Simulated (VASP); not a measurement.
# Al (Fmmm) in VASP: notebook

Runs on Al. Level: r2SCAN. Tasks: single point.

Program: VASP 6.6.1. These are calculated values, not measurements. Logs are shortened: lines on timing, memory, paths and dates and some standing lists are left out, and cuts for length are marked.

## 1. The cell of the first run

The structure is orthorhombic, space group Fmmm (No. 69). The conventional cell has a = 3.182 Å, b = 4.444 Å, c = 4.557 Å, α = 90.00°, β = 90.00°, γ = 90.00°. Al (site symmetry mmm) has 14 Al at 2.73 to 3.18 Å within 3.6 Å.

## 2. Single point, r2SCAN (strain +0.0250 x Voigt [0, 0, 0, 1, 0, 0])

The input, POSCAR:

```
Al
1.0
   -1.5912186900      1.6111089236      1.6111089236
    1.5912186900     -1.5713284564      1.5713284564
    1.5912186900      1.5713284564     -1.5713284564
Al
1
Direct
    0.0000000000      0.0000000000      0.0000000000
```

The input, INCAR.step1:

```
ALGO     = Normal         # electronic algorithm
EDIFF    = 1E-4           # SCF threshold, eV
ENCUT    = 520            # plane-wave cutoff, eV
GGA      = PE             # functional
ISMEAR   = 0              # smearing method
LASPH    = T              # aspherical terms in the spheres
LCHARG   = F              # write CHGCAR
LREAL    = F              # projectors in reciprocal space
LWAVE    = T              # write WAVECAR
NBANDS   = 8              # bands
NELM     = 60             # most SCF steps
PREC     = Accurate       # precision mode
SIGMA    = 0.15           # smearing width, eV
```

The input, INCAR.step2:

```
ALGO     = Normal         # electronic algorithm
EDIFF    = 1E-6           # SCF threshold, eV
ENCUT    = 520            # plane-wave cutoff, eV
ISIF     = 2              # what is computed and relaxed
ISMEAR   = 0              # smearing method
ISTART   = 1            
LASPH    = T              # aspherical terms in the spheres
LCHARG   = T              # write CHGCAR
LELF     = T              # ELF
LMIXTAU  = T            
LREAL    = F              # projectors in reciprocal space
LVHAR    = T            
LWAVE    = F              # write WAVECAR
METAGGA  = R2SCAN         # meta-GGA
NBANDS   = 8              # bands
NELM     = 60             # most SCF steps
PREC     = Accurate       # precision mode
SIGMA    = 0.15           # smearing width, eV
```

The input, KPOINTS:

```
k-points
0
Gamma
  20 20 20
```

Potentials or basis: VASP PAW PBE potentials, release 64 (Al).

Started as:

```console
$ cat potpaw_PBE.64/Al/POTCAR > POTCAR
$ cp INCAR.step1 INCAR
$ mpirun -np 1 vasp_std > vasp.out
$ cp INCAR.step2 INCAR
$ mpirun -np 1 vasp_std > vasp.out
```

OUTCAR:

```text
EDIFF = 1E-6
   ENCUT = 520
   ISIF = 2
   ISMEAR = 0
   ISTART = 1
   LASPH = T
   LREAL = F
   METAGGA = R2SCAN
   NELM = 60
   PREC = Accurate

 ion  position               nearest neighbor table
   1  0.000  0.000  0.000-

  LATTYP: Found a face centered orthorhombic cell.
 ALAT       =     3.1824373800
 B/A-ratio  =     1.3965358929
 C/A-ratio  =     1.4318912319

  Lattice vectors:

 A1 = (   0.0000000000,   3.1824373800,   0.0397804672)
 A2 = (   1.5912186900,   1.6111089236,   1.6111089236)
 A3 = (   1.5912186900,   1.5713284564,  -1.5713284564)

Analysis of symmetry for initial positions (statically):
=====================================================================
 Subroutine PRICEL returns:
 Original cell was already a primitive cell.

 Routine SETGRP: Setting up the symmetry group for a
 face centered orthorhombic supercell.

 Subroutine GETGRP returns: Found  8 space group operations
 (whereof  8 operations were pure point group operations)
 out of a pool of  8 trial point group operations.

The static configuration has the point symmetry D_2h.

Analysis of symmetry for dynamics (positions and initial velocities):
=====================================================================
 Subroutine PRICEL returns:
 Original cell was already a primitive cell.

 Routine SETGRP: Setting up the symmetry group for a
 face centered orthorhombic supercell.

 Subroutine GETGRP returns: Found  8 space group operations
 (whereof  8 operations were pure point group operations)
 out of a pool of  8 trial point group operations.

The dynamic configuration has the point symmetry D_2h.

 Subroutine INISYM returns: Found  8 space group operations
 (whereof  8 operations are pure point group operations),
 and found     1 'primitive' translations

----------------------------------------------------------------------------------------

                                     Primitive cell

  volume of cell :      16.1132

  direct lattice vectors                    reciprocal lattice vectors
    -1.591218690  1.611108924  1.611108924     0.000000000  0.310345249  0.310345249
     1.591218690 -1.571328456  1.571328456     0.314224565 -0.003928421  0.314273670
     1.591218690  1.571328456 -1.571328456     0.314224565  0.314273670 -0.003928421

  length of vectors
     2.779086333  2.733152604  2.733152604     0.438894460  0.444432727  0.444432727
[... 79 lines left out ...]
   EDIFF  = 0.1E-05   stopping-criterion for ELM
   LREAL  =      F    real-space projection
   EDIFFG = 0.1E-04   stopping-criterion for IOM
   NSW    =      0    number of steps for IOM
   IBRION =     -1    ionic relax: 0-MD 1-quasi-New 2-CG
   NFREE  =      0    steps in history (QN), initial steepest desc. (CG)
   ISIF   =      2    stress and relaxation
   ISYM   =      2    0-nonsym 1-usesym 2-fastsym
   POTIM  = 0.5000    time-step for ionic-motion
   TEBEG  =    0.0;   TEEND  =   0.0 temperature during run
   PSTRESS=    0.0 pullay stress
   NELECT =       3.0000    total number of electrons
   NUPDOWN=      -1.0000    fix difference up-down
   EMIN   =  10.00;   EMAX   =-10.00  energy-range for DOS
   EFERMI =   0.00;   METHOD = LEGACY
   ISMEAR =     0;   SIGMA  =   0.15  broadening in eV -4-tet -1-fermi 0-gaus
   EFERMI_NEDOS =   21; number of points for ismear=-14 and -15
   IALGO  =     38    algorithm
   IMIX   =      4    mixing-type and parameters
     AMIX     =   0.40;   BMIX     =  1.00
     AMIX_MAG =   1.60;   BMIX_MAG =  1.00
  volume/ion in A,a.u.               =      16.11       108.74
  Fermi-wavevector in a.u.,A,eV,Ry     =   0.934806  1.766527 11.889609  0.873862
  Thomas-Fermi vector in A             =   2.061648
   LORBIT       =      0    0 simple, 1 ext, 2 COOP (PROOUT), +10 PAW based schemes
   METAGGA = R2SCAN    functional components
   LHFCALC =     F    Hartree Fock is set to
   AEXX    =    0.0000 exact exchange contribution
   IVDW    =     0    specifies the selected vdW correction
   LEPSILON=     F    determine dielectric tensor
   LRPA    =     F    only Hartree local field effects (RPA)
 non-spin polarized calculation
 Gauss-broadening in eV      SIGMA  =   0.15
  energy-cutoff  :      520.00
  volume of cell :       16.11
 maximum number of plane-waves:       448
 NGX is ok and might be reduce to    24
   NGX = 11   NGY = 11   NGZ = 11

 number of electron       3.0000000 magnetization

 Free energy of the ion-electron system (eV)
  ---------------------------------------------------
  ext. energy  EPLUGINS =         0.00000000
  ---------------------------------------------------
  free energy    TOTEN  =        -6.62451031 eV

  energy without entropy =       -6.61980972  energy(sigma->0) =       -6.62216002

 E-fermi :   8.2827     XC(G=0): -11.0099

 val. band max:        8.2819813551   @ k =   0.4500   0.5000   0.4500
 cond. band min:       8.2851623867   @ k =   0.0500  -0.4500   0.1000
 fundamental gap:      0.0031810316
 Fermi energy:         8.2826834128

 k-point     1 :       0.0000    0.0000    0.0000
  band No.  band energies     occupation
      1      -3.7478      2.00000
      2      22.2762      0.00000
      3      22.3739      0.00000
      4      22.6596      0.00000
      5      24.1699      0.00000
      6      24.5733      0.00000
      7      24.8687      0.00000
      8      25.7391      0.00000
[... 243 lines left out ...]
 k-point    24 :       0.1000    0.1000   -0.0000
  band No.  band energies     occupation
      1      -2.8326      2.00000
      2      16.9349      0.00000
      3      17.6078      0.00000
      4      20.2205      0.00000
      5      23.4518      0.00000
      6      23.9550      0.00000
      7      26.2764      0.00000
      8      26.5291      0.00000

 [... further k-points ...]

------------------------ aborting loop because EDIFF is reached ----------------------------------------

  FORCE on cell =-STRESS in cart. coord.  units (eV):
  Direction    XX          YY          ZZ          XY          YZ          ZX
  --------------------------------------------------------------------------------------
  -------------------------------------------------------------------------------------
  Total        0.0168711      0.0209340      0.0209340      0.0000000     -0.1162614      0.0000000
  in kB        1.6775338      2.0815251      2.0815251      0.0000000    -11.5601766      0.0000000
  external PRESSURE =       1.9468613 kB  Pullay stress =       0.0000000 kB

 VOLUME and BASIS-vectors are now :
 -----------------------------------------------------------------------------
  energy-cutoff  :      520.00
  volume of cell :       16.11
      direct lattice vectors                 reciprocal lattice vectors
    -1.591218690  1.611108924  1.611108924     0.000000000  0.310345249  0.310345249
     1.591218690 -1.571328456  1.571328456     0.314224565 -0.003928421  0.314273670
     1.591218690  1.571328456 -1.571328456     0.314224565  0.314273670 -0.003928421

 POSITION                                       TOTAL-FORCE (eV/Angst)
 -----------------------------------------------------------------------------------
      0.00000      0.00000      0.00000         0.000000      0.000000      0.000000
 -----------------------------------------------------------------------------------
    total drift:                                0.000000      0.000000      0.000000

  FREE ENERGIE OF THE ION-ELECTRON SYSTEM (eV)
  ---------------------------------------------------
  free  energy   TOTEN  =        -6.6245103093 eV

  energy  without entropy=       -6.6198097241  energy(sigma->0) =       -6.62216002
```

OSZICAR.step1:

```text
N       E                     dE             d eps       ncg     rms          rms(c)
DAV:   1    -0.223141724329E+01   -0.22314E+01   -0.85234E+02 18680   0.204E+02
DAV:   2    -0.365965462240E+01   -0.14282E+01   -0.13897E+01 26176   0.191E+01
DAV:   3    -0.366651228217E+01   -0.68577E-02   -0.68539E-02 22872   0.147E+00
DAV:   4    -0.366653137314E+01   -0.19091E-04   -0.19089E-04 27552   0.697E-02
DAV:   5    -0.366653143971E+01   -0.66570E-07   -0.66947E-07 23024   0.271E-03    0.129E+00
DAV:   6    -0.365173675880E+01    0.14795E-01   -0.18808E-03 20616   0.196E-01    0.743E-01
DAV:   7    -0.364144523628E+01    0.10292E-01   -0.56148E-03 20496   0.318E-01    0.144E-01
DAV:   8    -0.364143885114E+01    0.63851E-05   -0.20767E-05 24104   0.313E-02
   1 F= -.36414389E+01 E0= -.36389096E+01  d E =-.505844E-02
```

It took 2.5 min on 1 thread of Intel Xeon 6975P-C (Granite Rapids), shared host; peak memory 0.23 GiB.

Results:

```yaml
Free_energy: -6.6245 eV
Pressure: 0.2 GPa
Band_gap_on_the_k_mesh: zero (an odd number of electrons rules out a gap without spin polarisation)
```

Caveat: the cell differs from its parent crystal (strain +0.0250 x Voigt [0, 0, 0, 1, 0, 0]); the PAW data sets were made with another functional, which shifts forces and pressure a little.

## 3. Single point, r2SCAN (strain +0.0125 x Voigt [0, 0, 0, 1, 0, 0])

The input, POSCAR:

```
Al
1.0
   -1.5912186900      1.6011638068      1.6011638068
    1.5912186900     -1.5812735732      1.5812735732
    1.5912186900      1.5812735732     -1.5812735732
Al
1
Direct
    0.0000000000      0.0000000000      0.0000000000
```

The input, INCAR.step1:

```
PREC     = Accurate       # precision mode
ENCUT    = 520            # plane-wave cutoff, eV
ISMEAR   = 0              # smearing method
SIGMA    = 0.15           # smearing width, eV
LREAL    = F              # projectors in reciprocal space
LASPH    = T              # aspherical terms in the spheres
NELM     = 80             # most SCF steps
NBANDS   = 8              # bands
GGA      = PE             # functional
ALGO     = Normal         # electronic algorithm
EDIFF    = 1E-4           # SCF threshold, eV
LWAVE    = T              # write WAVECAR
LCHARG   = F              # write CHGCAR
```

The input, INCAR.step2:

```
PREC     = Accurate       # precision mode
ENCUT    = 520            # plane-wave cutoff, eV
EDIFF    = 1E-6           # SCF threshold, eV
ISMEAR   = 0              # smearing method
SIGMA    = 0.15           # smearing width, eV
LREAL    = F              # projectors in reciprocal space
LASPH    = T              # aspherical terms in the spheres
NELM     = 80             # most SCF steps
ALGO     = Normal         # electronic algorithm
ISIF     = 2              # what is computed and relaxed
LWAVE    = F              # write WAVECAR
LCHARG   = F              # write CHGCAR
METAGGA  = R2SCAN         # meta-GGA
LMIXTAU  = T            
NBANDS   = 8              # bands
ISTART   = 1
```

The input, KPOINTS:

```
regular mesh
0
Gamma
  20 20 20
```

Potentials or basis: VASP PAW PBE potentials, release 64 (Al).

Started as:

```console
$ cat potpaw_PBE.64/Al/POTCAR > POTCAR
$ cp INCAR.step1 INCAR
$ mpirun -np 1 vasp_std > vasp.out
$ cp INCAR.step2 INCAR
$ mpirun -np 1 vasp_std > vasp.out
```

OUTCAR:

```text
PREC = Accurate
   ENCUT = 520
   EDIFF = 1E-6
   ISMEAR = 0
   LREAL = F
   LASPH = T
   NELM = 80
   ISIF = 2
   METAGGA = R2SCAN
   ISTART = 1

 ion  position               nearest neighbor table
   1  0.000  0.000  0.000-

  LATTYP: Found a face centered orthorhombic cell.
 ALAT       =     3.1824373800
 B/A-ratio  =     1.4053747276
 C/A-ratio  =     1.4230523971

  Lattice vectors:

 A1 = (   0.0000000000,   3.1824373800,   0.0198902336)
 A2 = (   1.5912186900,   1.6011638068,   1.6011638068)
 A3 = (   1.5912186900,   1.5812735732,  -1.5812735732)

Analysis of symmetry for initial positions (statically):
=====================================================================
 Subroutine PRICEL returns:
 Original cell was already a primitive cell.

 Routine SETGRP: Setting up the symmetry group for a
 face centered orthorhombic supercell.

 Subroutine GETGRP returns: Found  8 space group operations
 (whereof  8 operations were pure point group operations)
 out of a pool of  8 trial point group operations.

The static configuration has the point symmetry D_2h.

Analysis of symmetry for dynamics (positions and initial velocities):
=====================================================================
 Subroutine PRICEL returns:
 Original cell was already a primitive cell.

 Routine SETGRP: Setting up the symmetry group for a
 face centered orthorhombic supercell.

 Subroutine GETGRP returns: Found  8 space group operations
 (whereof  8 operations were pure point group operations)
 out of a pool of  8 trial point group operations.

The dynamic configuration has the point symmetry D_2h.

 Subroutine INISYM returns: Found  8 space group operations
 (whereof  8 operations are pure point group operations),
 and found     1 'primitive' translations

----------------------------------------------------------------------------------------

[... 111 lines left out ...]
  volume/ion in A,a.u.               =      16.12       108.75
  Fermi-wavevector in a.u.,A,eV,Ry     =   0.934769  1.766458 11.888680  0.873793
  Thomas-Fermi vector in A             =   2.061608
   LORBIT       =      0    0 simple, 1 ext, 2 COOP (PROOUT), +10 PAW based schemes
   METAGGA = R2SCAN    functional components
   LHFCALC =     F    Hartree Fock is set to
   AEXX    =    0.0000 exact exchange contribution
   IVDW    =     0    specifies the selected vdW correction
   LEPSILON=     F    determine dielectric tensor
   LRPA    =     F    only Hartree local field effects (RPA)
 non-spin polarized calculation
 Gauss-broadening in eV      SIGMA  =   0.15
  energy-cutoff  :      520.00
  volume of cell :       16.12
 maximum number of plane-waves:       452
 NGX is ok and might be reduce to    24
   NGX = 11   NGY = 11   NGZ = 11

 number of electron       3.0000000 magnetization

 Free energy of the ion-electron system (eV)
  ---------------------------------------------------
  ext. energy  EPLUGINS =         0.00000000
  ---------------------------------------------------
  free energy    TOTEN  =        -6.62547317 eV

  energy without entropy =       -6.62034295  energy(sigma->0) =       -6.62290806

 E-fermi :   8.2828     XC(G=0): -11.0096

 val. band max:        8.2794701203   @ k =   0.0500   0.4500   0.2500
 cond. band min:       8.2846746722   @ k =   0.5000  -0.3500   0.2000
 fundamental gap:      0.0052045519
 Fermi energy:         8.2827868656

 k-point     1 :       0.0000    0.0000    0.0000
  band No.  band energies     occupation
      1      -3.7480      2.00000
      2      22.3680      0.00000
      3      22.4398      0.00000
      4      22.5596      0.00000
      5      24.3790      0.00000
      6      24.5680      0.00000
      7      24.7295      0.00000
      8      25.7330      0.00000
[... 243 lines left out ...]
 k-point    24 :       0.1000    0.1000   -0.0000
  band No.  band energies     occupation
      1      -2.8255      2.00000
      2      17.1173      0.00000
      3      17.6270      0.00000
      4      20.1478      0.00000
      5      23.4158      0.00000
      6      23.7216      0.00000
      7      26.2576      0.00000
      8      26.5018      0.00000

 [... further k-points ...]

------------------------ aborting loop because EDIFF is reached ----------------------------------------

  FORCE on cell =-STRESS in cart. coord.  units (eV):
  Direction    XX          YY          ZZ          XY          YZ          ZX
  --------------------------------------------------------------------------------------
  -------------------------------------------------------------------------------------
  Total        0.0136204      0.0188268      0.0188268      0.0000000     -0.0437381      0.0000000
  in kB        1.3541577      1.8717819      1.8717819      0.0000000     -4.3484796      0.0000000
  external PRESSURE =       1.6992405 kB  Pullay stress =       0.0000000 kB

 VOLUME and BASIS-vectors are now :
 -----------------------------------------------------------------------------
  energy-cutoff  :      520.00
  volume of cell :       16.12
      direct lattice vectors                 reciprocal lattice vectors
    -1.591218690  1.601163807  1.601163807     0.000000000  0.312272859  0.312272859
     1.591218690 -1.581273573  1.581273573     0.314224565 -0.001963980  0.314236839
     1.591218690  1.581273573 -1.581273573     0.314224565  0.314236839 -0.001963980

 POSITION                                       TOTAL-FORCE (eV/Angst)
 -----------------------------------------------------------------------------------
      0.00000      0.00000      0.00000         0.000000     -0.000000      0.000000
 -----------------------------------------------------------------------------------
    total drift:                                0.000000      0.000000     -0.000000

  FREE ENERGIE OF THE ION-ELECTRON SYSTEM (eV)
  ---------------------------------------------------
  free  energy   TOTEN  =        -6.6254731738 eV

  energy  without entropy=       -6.6203429482  energy(sigma->0) =       -6.62290806
```

OUTCAR.step1:

```text
PREC = Accurate
   ENCUT = 520
   ISMEAR = 0
   LREAL = F
   LASPH = T
[... 482 lines left out ...]

 POSITION                                       TOTAL-FORCE (eV/Angst)
 -----------------------------------------------------------------------------------
      0.00000      0.00000      0.00000        -0.000000      0.000000     -0.000000
 -----------------------------------------------------------------------------------
    total drift:                                0.000000      0.000000     -0.000000

  FREE ENERGIE OF THE ION-ELECTRON SYSTEM (eV)
  ---------------------------------------------------
  free  energy   TOTEN  =        -3.6424997429 eV

  energy  without entropy=       -3.6373748319  energy(sigma->0) =       -3.63993729
```

OSZICAR.step1:

```text
N       E                     dE             d eps       ncg     rms          rms(c)
DAV:   1    -0.228830446614E+01   -0.22883E+01   -0.87235E+02 18704   0.206E+02
DAV:   2    -0.366074789887E+01   -0.13724E+01   -0.13382E+01 26168   0.187E+01
DAV:   3    -0.366755830654E+01   -0.68104E-02   -0.68043E-02 22856   0.146E+00
DAV:   4    -0.366757599335E+01   -0.17687E-04   -0.17686E-04 27408   0.677E-02
DAV:   5    -0.366757605339E+01   -0.60047E-07   -0.60429E-07 23224   0.259E-03    0.129E+00
DAV:   6    -0.365279022143E+01    0.14786E-01   -0.18860E-03 20656   0.196E-01    0.742E-01
DAV:   7    -0.364250603320E+01    0.10284E-01   -0.56297E-03 20624   0.318E-01    0.144E-01
DAV:   8    -0.364249974289E+01    0.62903E-05   -0.20443E-05 23680   0.311E-02
   1 F= -.36424997E+01 E0= -.36399373E+01  d E =-.512491E-02
```

It took 2.7 min on 1 thread of Intel Xeon 6975P-C (Granite Rapids), shared host; peak memory 0.24 GiB.

Results:

| Item | Value |
| --- | --- |
| Free energy | -6.6255 eV |
| Pressure | 0.2 GPa |
| Band gap on the k mesh | zero (an odd number of electrons rules out a gap without spin polarisation) |

Levels at points of the mesh, in eV from the Fermi level:
```tsv
k point	band 1	band 2	band 3	band 4
(0.00, 0.00, 0.00)	-12.03	14.09	14.16	14.28
(0.50, 0.00, 0.00)	-4.87	-4.16	8.77	9.14
(0.00, 0.50, 0.00)	-4.81	-4.04	8.73	8.99
(0.00, 0.50, 0.50)	-4.74	-3.91	8.70	8.88
(0.50, 0.50, 0.50)	1.98	2.05	2.11	2.93
```

Caveat: the cell differs from its parent crystal (strain +0.0125 x Voigt [0, 0, 0, 1, 0, 0]); the PAW data sets were made with another functional, which shifts forces and pressure a little.
